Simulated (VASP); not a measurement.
# Si (P6_3/mmc) in VASP: further runs, part 2 of 2

VASP 6.6.1. The steps go on from the part before.

### Step 4. Single point, r2SCAN (uniaxial strain along c: -1.5 %)

File POSCAR:

```
Si
1.0
    3.8462780171      0.0000000000      0.0000000000
   -1.9231390085      3.3309744728      0.0000000000
    0.0000000000      0.0000000000      6.2466926168
Si
4
Direct
    0.3333333333      0.6666666667      0.0630908784
    0.6666666667      0.3333333333      0.5630908784
    0.3333333333      0.6666666667      0.4369091216
    0.6666666667      0.3333333333      0.9369091216
```

File INCAR.step1:

```
  PREC = Accurate
  ENCUT = 520
  ISMEAR = 0
  SIGMA = 0.02
  LREAL = F
  LASPH = T
  NELM = 100
  NBANDS = 16
  GGA = PE
  ALGO = Normal
  EDIFF = 1E-4
  LWAVE = T
  LCHARG = F
```

File INCAR.step2:

```
  PREC = Accurate
  ENCUT = 520
  EDIFF = 1E-6
  ISMEAR = 0
  SIGMA = 0.02
  LREAL = F
  LASPH = T
  NELM = 100
  ALGO = Normal
  ISIF = 2
  LWAVE = F
  LCHARG = F
  METAGGA = R2SCAN
  LMIXTAU = T
  NBANDS = 16
  ISTART = 1
```

File KPOINTS:

```
Automatic mesh
0
Gamma
  12 12 4
```

Potentials or basis: VASP PAW PBE potentials, release 64 (Si).

On the command line:

```console
> cat potpaw_PBE.64/Si/POTCAR > POTCAR
> cp INCAR.step1 INCAR
> mpirun -np 1 vasp_std > vasp.out
> cp INCAR.step2 INCAR
> mpirun -np 1 vasp_std > vasp.out
```

OUTCAR:

```text
PREC = Accurate
   ENCUT = 520
   EDIFF = 1E-6
   ISMEAR = 0
   LREAL = F
   LASPH = T
   NELM = 100
   ISIF = 2
   METAGGA = R2SCAN
   ISTART = 1

 ion  position               nearest neighbor table
   1  0.333  0.667  0.063-   3 2.34   4 2.36   4 2.36   4 2.36
   2  0.667  0.333  0.563-   4 2.34   3 2.36   3 2.36   3 2.36
   3  0.333  0.667  0.437-   1 2.34   2 2.36   2 2.36   2 2.36
   4  0.667  0.333  0.937-   2 2.34   1 2.36   1 2.36   1 2.36

  LATTYP: Found a hexagonal cell.
 ALAT       =     3.8462780171
 C/A-ratio  =     1.6240876476

  Lattice vectors:

 A1 = (   3.8462780171,   0.0000000000,   0.0000000000)
 A2 = (  -1.9231390085,   3.3309744728,   0.0000000000)
 A3 = (   0.0000000000,   0.0000000000,   6.2466926168)

Analysis of symmetry for initial positions (statically):
=====================================================================
 Subroutine PRICEL returns:
 Original cell was already a primitive cell.

 Routine SETGRP: Setting up the symmetry group for a
 hexagonal supercell.

[... 168 lines left out ...]
  ---------------------------------------------------
  free energy    TOTEN  =       -35.03471698 eV

  energy without entropy =      -35.03471698  energy(sigma->0) =      -35.03471698

 E-fermi :   6.1695     XC(G=0):  -9.8525

 val. band max:        6.0254813860   @ k =   0.0000   0.0000   0.0000
 cond. band min:       6.5422371039   @ k =   0.5000   0.0000   0.0000
 fundamental gap:      0.5167557179
 Fermi energy:         6.1694905481

 k-point     1 :       0.0000    0.0000    0.0000
  band No.  band energies     occupation
      1      -6.8020      2.00000
      2      -4.2545      2.00000
      3      -1.5781      2.00000
      4       4.3007      2.00000
      5       4.3007      2.00000
      6       5.6605      2.00000
[... 433 lines left out ...]
      3      -1.0740      2.00000
      4       0.8350      2.00000
      5       1.5478      2.00000
      6       3.1738      2.00000
[... 8 lines left out ...]
     15      13.4360      0.00000
     16      13.7640      0.00000

 [... further k-points ...]
[... 5 lines left out ...]
  --------------------------------------------------------------------------------------
  -------------------------------------------------------------------------------------
  Total       -0.4766205     -0.4766205      1.8341436     -0.0000000      0.0000000      0.0000000
  in kB       -9.5415995     -9.5415995     36.7182356     -0.0000000      0.0000000      0.0000000
  external PRESSURE =       5.8783455 kB  Pullay stress =       0.0000000 kB

 VOLUME and BASIS-vectors are now :
 -----------------------------------------------------------------------------
  energy-cutoff  :      520.00
  volume of cell :       80.03
      direct lattice vectors                 reciprocal lattice vectors
     3.846278017  0.000000000  0.000000000     0.259991606  0.150106224  0.000000000
    -1.923139008  3.330974473  0.000000000     0.000000000  0.300212448  0.000000000
     0.000000000  0.000000000  6.246692617     0.000000000  0.000000000  0.160084714

 POSITION                                       TOTAL-FORCE (eV/Angst)
 -----------------------------------------------------------------------------------
     -0.00000      2.22065      0.39411        -0.000000      0.000000     -0.215468
      1.92314      1.11032      3.51746         0.000000     -0.000000     -0.215468
     -0.00000      2.22065      2.72924         0.000000      0.000000      0.215468
      1.92314      1.11032      5.85258         0.000000     -0.000000      0.215468
 -----------------------------------------------------------------------------------
    total drift:                               -0.000000      0.000000     -0.000000

  FREE ENERGIE OF THE ION-ELECTRON SYSTEM (eV)
  ---------------------------------------------------
  free  energy   TOTEN  =       -35.0347169753 eV

  energy  without entropy=      -35.0347169753  energy(sigma->0) =      -35.03471698
```

OSZICAR.step1:

```text
N       E                     dE             d eps       ncg     rms          rms(c)
DAV:   1     0.266145263643E+02    0.26615E+02   -0.59042E+03  1824   0.814E+02
DAV:   2    -0.200801155742E+02   -0.46695E+02   -0.42097E+02  2424   0.121E+02
DAV:   3    -0.219771548288E+02   -0.18970E+01   -0.18727E+01  2456   0.228E+01
DAV:   4    -0.220001233893E+02   -0.22969E-01   -0.22959E-01  2256   0.318E+00
DAV:   5    -0.220005255437E+02   -0.40215E-03   -0.40203E-03  2464   0.395E-01    0.691E+00
DAV:   6    -0.217474422071E+02    0.25308E+00   -0.10144E-01  2184   0.150E+00    0.422E+00
DAV:   7    -0.216310458163E+02    0.11640E+00   -0.21408E-01  2200   0.229E+00    0.245E-01
DAV:   8    -0.216333512766E+02   -0.23055E-02   -0.14940E-02  2232   0.608E-01    0.105E-01
DAV:   9    -0.216338832127E+02   -0.53194E-03   -0.67445E-04  2368   0.149E-01    0.812E-02
DAV:  10    -0.216339934555E+02   -0.11024E-03   -0.12920E-04  1920   0.576E-02    0.154E-02
DAV:  11    -0.216339942492E+02   -0.79375E-06   -0.47900E-06  1160   0.133E-02
   1 F= -.21633994E+02 E0= -.21633994E+02  d E =-.140638E-24
```

Run time: 5.4 min. Hardware: 1 thread of Intel Xeon Platinum 8375C at 2.90GHz (Ice Lake), shared host; peak memory 0.22 GiB.

What came out:

```
Free energy            : -35.0347 eV
Pressure               : 0.6 GPa
Largest force          : 0.215 eV/Å
Band gap on the k mesh : 0.52 eV, indirect (least direct gap 1.18 eV)
```

Forces in eV/Å, atoms in the order of the input:
```
Si   0.000  0.000 -0.215
Si   0.000  0.000 -0.215
Si   0.000  0.000  0.215
Si   0.000  0.000  0.215
```

Stress tensor (GPa, compression positive):
```
-0.95  0.00  0.00
 0.00 -0.95  0.00
 0.00  0.00  3.67
```

Levels at points of the mesh, in eV from the valence-band top:
| k point | band 5 | band 6 | band 7 | band 8 | band 9 | band 10 | band 11 | band 12 |
| --- | --- | --- | --- | --- | --- | --- | --- | --- |
| (0.00, 0.00, 0.00) | -1.72 | -0.37 | 0.00 | 0.00 | 1.18 | 2.05 | 2.05 | 2.88 |
| (0.50, 0.00, 0.00) | -4.94 | -3.32 | -3.17 | -1.50 | 0.52 | 2.68 | 3.24 | 3.27 |
| (0.00, 0.00, 0.50) | -1.06 | -1.06 | -1.06 | -1.06 | 2.01 | 2.01 | 3.14 | 3.14 |
| (0.50, 0.00, 0.50) | -2.61 | -2.61 | -2.55 | -2.55 | 1.15 | 1.15 | 1.96 | 1.96 |

Caveat: the cell differs from its parent crystal (uniaxial strain along c: -1.5 %); the PAW data sets were made with another functional, which shifts forces and pressure a little.

### Step 5. Overview

```tsv
cell	gap on the mesh (eV)	pressure (GPa)	largest force (eV/Å)
a = 3.861, b = 3.861, c = 6.152 Å, angles 90.0, 90.0, 120.0°, 4 atoms	0.42	1.5	0.26
a = 3.841, b = 3.841, c = 6.247 Å, angles 90.0, 90.0, 120.0°, 4 atoms	0.54	0.9	-
a = 3.846, b = 3.846, c = 6.247 Å, angles 90.0, 90.0, 120.0°, 4 atoms	0.52	0.6	0.22
```

Alike in all rows: task single point; level r2SCAN; potentials or basis VASP PAW PBE potentials, release 64 (Si); no spin polarisation; k mesh 12 × 12 × 4; cutoff (eV) 520; smearing gaussian 0.02 eV.

Caveats: the PAW data sets were made with another functional, which shifts forces and pressure a little.

Total energies depend on the potentials used, so only differences within one code and one set of settings carry meaning.
